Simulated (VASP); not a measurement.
Write the native input for VASP 6.6.1 that does the following.

| Quantity | Value |
| --- | --- |
| Task | single point |
| Functional | PBE |
| Potentials or basis | VASP PAW PBE potentials, release 64 (Te, Sn_d) |
| Cutoff | 520 eV |
| k mesh | 6 × 6 × 6 |
| Occupations | fermi-dirac, width 0.05 eV |
| Spin | no spin polarisation |
| Dipole correction | no |
| Further INCAR settings | ALGO = Normal; EDIFF = 1e-06; NBANDS = 32 |

The structure of Sn3Te lies in POSCAR:

```
Sn3Te
1.0
    4.8978456013      0.0000000000      0.0000000000
    0.0000000000      4.8978456013      0.0000000000
    0.0000000000      0.0000000000      4.8978456013
Te Sn
1 3
Direct
    0.0000000000      0.0000000000      0.0000000000
    0.0000000000      0.5000000000      0.5000000000
    0.5000000000      0.0000000000      0.5000000000
    0.5000000000      0.5000000000      0.0000000000
```

One way to write it, as run:

INCAR

```
  PREC = Accurate
  ENCUT = 520
  EDIFF = 1E-6
  ISMEAR = -1
  SIGMA = 0.05
  LREAL = F
  LASPH = T
  NELM = 100
  ALGO = Normal
  ISIF = 2
  LWAVE = F
  LCHARG = F
  GGA = PE
  NBANDS = 32
```

KPOINTS

```
regular mesh
0
Gamma
  6 6 6
```

Potentials or basis: VASP PAW PBE potentials, release 64 (Te, Sn_d).

Command:

```bash
$ cat potpaw_PBE.64/Te/POTCAR potpaw_PBE.64/Sn_d/POTCAR > POTCAR
$ mpirun -np 1 vasp_std > vasp.out
```

It gave:

* Pressure: -0.6 GPa
* Band gap on the k mesh: zero (bands 24 and 25 overlap by 3.06 eV)

Caveat: spin-orbit coupling is left out, which moves the levels of the heavy elements.

Run time: 26 s on 1 thread of Intel(R) Xeon(R) 6975P-C (Granite Rapids) (shared host), peak memory 0.23 GiB.
